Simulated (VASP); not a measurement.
Write the native input for VASP 6.6.1 that does the following.

* Task: single point
* Functional: PBE
* Potentials or basis: VASP PAW PBE potentials, release 64 (Rb_sv, O, Pd)
* Cutoff: 520 eV
* k mesh: 7 × 7 × 7
* Occupations: fermi-dirac, width 0.1 eV
* Spin: no spin polarisation
* Dipole correction: no
* Further INCAR settings: ALGO = Normal; EDIFF = 1e-07; NBANDS = 28

The structure of Rb2PdO2 lies in POSCAR:

```
Rb2PdO2
1.0
    0.0000000000      4.2466948891      0.0000001574
    4.2466948891      0.0000000000      0.0000001574
    2.1233476990      2.1233476990     -6.8679595894
Rb O Pd
2 2 1
Direct
    0.3490622693      0.3490622693      0.3018754615
    0.6509377307      0.6509377307      0.6981245385
    0.1361764559      0.1361764559      0.7276470881
    0.8638235441      0.8638235441      0.2723529119
    0.0000000000      0.0000000000      0.0000000000
```

One way to write it, as run:

INCAR

```
SYSTEM = Rb2PdO2
PREC = Accurate
ENCUT = 520
EDIFF = 1E-7
ISMEAR = -1
SIGMA = 0.1
LREAL = .False.
LASPH = .True.
NELM = 100
ALGO = Normal
ISIF = 2
LWAVE = .False.
LCHARG = .False.
GGA = PE
NBANDS = 28
```

KPOINTS

```
Automatic mesh
0
Gamma
  7 7 7
  0 0 0
```

Potentials or basis: VASP PAW PBE potentials, release 64 (Rb_sv, O, Pd).

The run is started by

```bash
$ cat potpaw_PBE.64/Rb_sv/POTCAR potpaw_PBE.64/O/POTCAR potpaw_PBE.64/Pd/POTCAR > POTCAR
$ mpirun -np 1 vasp_std > vasp.out
```

Results of the run:

| Quantity | Value |
| --- | --- |
| Pressure | 0.0 GPa |
| Largest force | 0.017 eV/Å |
| Band gap on the k mesh | zero (bands 20 and 21 overlap by 0.14 eV) |

Wall time 56 s on 1 thread of Intel(R) Xeon(R) 6975P-C (Granite Rapids), with other jobs on the host, peak memory 0.3 GiB.
